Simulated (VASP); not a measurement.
Runs of VASP 6.6.1 on RbTeO3. The structure is that of space group Pm-3m (No. 221), or close to it. The cells are those of the table. 

| task | cell | cutoff (eV) | gap on the mesh (eV) | pressure (GPa) |
| --- | --- | --- | --- | --- |
| relaxation of cell and atoms | relaxed from a = 4.510 Å, 5 atoms | 600 | none | -0.1 |
| single point | a = 4.080 Å, 5 atoms | 520 | none | 0.1 |
| single point | a = 4.107 Å, 5 atoms | 520 | none | -2.9 |
| single point | a = 4.053 Å, 5 atoms | 520 | none | (a) |

Alike in all rows: level LDA; potentials or basis VASP PAW LDA potentials, release 64 (Rb_sv, Te, O); no spin polarisation; k mesh 4 × 4 × 4; smearing fermi-dirac 0.1 eV.

Estimate the missing entries.

(a) 3.3.

Caveats: some runs use coarse meshes; spin-orbit coupling is left out, which moves the levels of the heavy elements; an odd number of electrons without spin polarisation forces a metal; a magnetic or distorted state may lie lower.

A k mesh can miss the band edges, and the runs leave out spin-orbit coupling on Rb, Te.

A gap of «none» marks levels without a gap at the run's occupations.
